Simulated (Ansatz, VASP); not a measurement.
## SrO: VASP beside Ansatz

File INCAR:

```
SYSTEM = SrO
ALGO = Normal
EDIFF = 1E-6
ENCUT = 520
GGA = CA
ISIF = 2
ISMEAR = -1
LASPH = .TRUE.
LCHARG = .TRUE.
LELF = .TRUE.
LREAL = .FALSE.
LVHAR = .TRUE.
LWAVE = .FALSE.
NBANDS = 15
NELM = 80
PREC = Accurate
SIGMA = 0.02
```

The input KPOINTS:

```
k-points
0
G
  8 8 8
  0 0 0
```

POSCAR

```
SrO
1.0
    0.0000000000      2.5698000000      2.5441020000
    2.5698000000      0.0000000000      2.5441020000
    2.5698000000      2.5698000000      0.0000000000
Sr O
1 1
Direct
    0.0000000000      0.0000000000      0.0000000000
    0.5000000000      0.5000000000      0.5000000000
```

Input for Ansatz:

```yaml
crystal:
  lattice:
    - [0.0, 2.5698, 2.544102]
    - [2.5698, 0.0, 2.544102]
    - [2.5698, 2.5698, 0.0]
  atoms:
    - { symbol: Sr, position: [0.0, 0.0, 0.0] }
    - { symbol: O, position: [0.5, 0.5, 0.5] }
kpoints:
  mp_grid: { grid: [8, 8, 8] }
  band_path:
    path:
      - [0.0, 0.0, 0.0]
      - [0.0, 0.5, 0.5]
      - [0.25, 0.75, 0.5]
      - [0.0, 0.5, 0.0]
      - [0.0, 0.0, 0.0]
      - [0.5, 0.5, 0.0]
      - [0.3775380063, 0.6224619937, 0.0]
      - [-0.3775380063, 0.3775380063, 0.0]
      - [0.0, 0.0, 0.0]
    npoints: 5
scf:
  occupations: { method: fermi_dirac, width: 0.02 }
hamiltonian:
  xc: lda
  pseudopotentials: { kind: all_electron, lapw: { basis_error: 0.00025 } }
output:
  forces: true
  stress: true
  eigenvalues: true
```

Change from the starting cell: zz strain of -1 %.

Alike in both runs: task single point; functional LDA; k mesh 8 × 8 × 8; occupations fermi-dirac, width 0.02 eV; no spin polarisation.

|  | VASP | Ansatz |
| --- | --- | --- |
| version | VASP 6.6.1 | Ansatz 0.2.0 |
| potentials or method | VASP PAW LDA potentials, release 64 (Sr_sv, O), cutoff 520 eV | all-electron LAPW, scalar-relativistic |

```csv
,VASP,Ansatz,Ansatz less VASP
gap on the k mesh at the Fermi level (eV),3.04,3.10,+0.059
pressure (GPa),-2.6,-3.3,-0.71
"traceless stress, the component that is largest in VASP (GPa)",0.93,0.88,-0.057
```

LDA's correlation is that of Perdew and Zunger in VASP and of Perdew and Wang (1992) in Ansatz. Ansatz ran all-electron here, and VASP with PAW potentials.
